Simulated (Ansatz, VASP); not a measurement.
One calculation of Al, two programs

```
Al
1.0
    -1.72692    1.72692    1.60644
     1.72692   -1.72692    1.60644
     1.48596    1.48596   -1.60644
Al
1
Direct
  0.00000 0.00000 0.00000
```

Change from the starting cell: strain -0.1500 x Voigt [0, 0, 0, 0, 0, 1], atoms carried along.

Alike in both runs: task single point; functional PBEsol; k mesh 26 × 26 × 26; occupations gaussian, width 0.15 eV; no spin polarisation.

|  | VASP | Ansatz |
| --- | --- | --- |
| version | VASP 6.6.1 | Ansatz 0.2.0 |
| potentials or method | VASP PAW PBE potentials, release 64 (Al), cutoff 520 eV | scalar-relativistic, plane waves, PAW |
| valence electrons in the cell | 3 | 3 |

|  | VASP | Ansatz | Ansatz less VASP |
| --- | --- | --- | --- |
| gap on the k mesh at the Fermi level (eV) | none | none | - |
| pressure (GPa) | 2.4 | 2.3 | -0.07 |
| traceless stress, the component that is largest in VASP (GPa) | 7.21 | 7.15 | -0.053 |

VASP's potentials were made for PBE, not for PBEsol. A gap of «none» marks a metal or a gap that the smearing closes. The functional is the same, so the differences come from potentials, cutoffs and numerics.
